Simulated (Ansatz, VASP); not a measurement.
## NaF: VASP beside Ansatz

```
Na F
1.0
     0.00000    2.32330    2.39300
     2.32330    0.00000    2.39300
     2.32330    2.32330    0.00000
Na F
1 1
Direct
  0.00000 0.00000 0.00000
  0.50000 0.50000 0.50000
```

Change from the starting cell: strain +0.000 along x and y, +0.030 along z, atoms carried along.

Alike in both runs: task single point; functional r2SCAN; k mesh 8 × 8 × 8; occupations gaussian, width 0.05 eV; no spin polarisation.

```csv
,VASP,Ansatz
version,VASP 6.6.1,Ansatz 0.2.0
potentials or method,"VASP PAW PBE potentials, release 64 (Na_pv, F), cutoff 520 eV","scalar-relativistic, plane waves, PAW"
valence electrons in the cell,14,16
```

VASP gave:

| Quantity | Value |
| --- | --- |
| gap on the k mesh at the Fermi level (eV) | 6.96 |
| least direct gap on the mesh (eV) | 6.96 |
| pressure (GPa) | -3.4 |
| traceless stress, the component that is largest in VASP (GPa) | -1.30 |

Problem. Which values does Ansatz return?

Solution. gap on the k mesh at the Fermi level (eV): 6.93; least direct gap on the mesh (eV): 6.93; pressure (GPa): -2.9; traceless stress, the component that is largest in VASP (GPa): -1.24.

VASP's potentials were made for PBE, not for r2SCAN. VASP's potentials hold 14 valence electrons a cell and Ansatz's 16, so a difference there can come from the potentials and not from the codes.
